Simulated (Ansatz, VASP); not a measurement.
## Ta2Ru in VASP and in Ansatz

```
CELL_PARAMETERS angstrom
0.00000 3.74951 3.74951
3.74951 0.00000 3.74951
3.74951 3.74951 0.00000
ATOMIC_POSITIONS crystal
Ta 0.62500 0.62500 0.62500
Ta 0.12500 0.62500 0.62500
Ta 0.62500 0.62500 0.12500
Ta 0.62500 0.12500 0.62500
Ru 0.00000 0.00000 0.00000
Ru 0.25000 0.25000 0.25000
```

Alike in both runs: functional PBE; k mesh 4 × 4 × 4; occupations gaussian, width 0.1 eV; no spin polarisation.

Ansatz relaxed the structure, and its values are those at the end. VASP's run is a single point on that final structure, the one shown.

|  | VASP | Ansatz |
| --- | --- | --- |
| version | VASP 6.6.1 | Ansatz 0.2.0 |
| potentials or method | VASP PAW PBE potentials, release 64 (Ta_pv, Ru_pv), cutoff 520 eV | scalar-relativistic, plane waves, PAW |
| valence electrons in the cell | 72 | 84 |

Ansatz gave:

- gap on the k mesh at the Fermi level (eV): none
- pressure (GPa): 0.1

Task: Estimate VASP's values.

Result: gap on the k mesh at the Fermi level (eV): none; pressure (GPa): 0.3.

A gap of «none» marks a metal or a gap that the smearing closes. VASP's potentials hold 72 valence electrons a cell and Ansatz's 84, so a difference there can come from the potentials and not from the codes.

The k mesh is coarse, so the values compare programs but aren't converged. Neither program's run includes spin-orbit coupling.
